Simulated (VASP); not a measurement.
Input of a VASP 6.6.1 run:

File INCAR:

```
SYSTEM = Ga
PREC = Accurate ; ENCUT = 500
EDIFF = 1E-6 ; ISMEAR = 1
SIGMA = 0.05 ; LREAL = .FALSE.
LASPH = .TRUE. ; NELM = 120
ALGO = Normal ; ISIF = 2
LWAVE = .FALSE. ; LCHARG = .TRUE.
GGA = CA ; LELF = .TRUE.
LVHAR = .TRUE. ; NBANDS = 34
GGA_COMPAT = .FALSE.
```

Contents of KPOINTS:

```
regular mesh
0
G
  9 9 7
  0 0 0
```

POSCAR

```
Ga
1.0
    2.2615000000     -3.8305000000      0.0000000000
    2.2615000000      3.8305000000      0.0000000000
    0.0000000000      0.0000000000      4.5240000000
Ga
4
Direct
    0.3451000000      0.6549000000      0.4190000000
    0.1549000000      0.8451000000      0.9190000000
    0.6549000000      0.3451000000      0.5810000000
    0.8451000000      0.1549000000      0.0810000000
```

Potentials or basis: VASP PAW LDA potentials, release 64 (Ga_d).

Run with:

```sh
$ cat potpaw_LDA.64/Ga_d/POTCAR > POTCAR
$ mpirun -np 1 vasp_std > vasp.out
```

What does it give for the pressure?

-3.6 GPa.

Predict the largest force.

0.148 eV/Å.

What does it give for the band gap on the k mesh?

Zero (bands 26 and 27 overlap by 0.92 eV).

Stress tensor (GPa, compression positive):
```
-3.45  0.00  0.00
 0.00 -3.42  0.00
 0.00  0.00 -3.97
```

Caveat: the cell stands under tension.
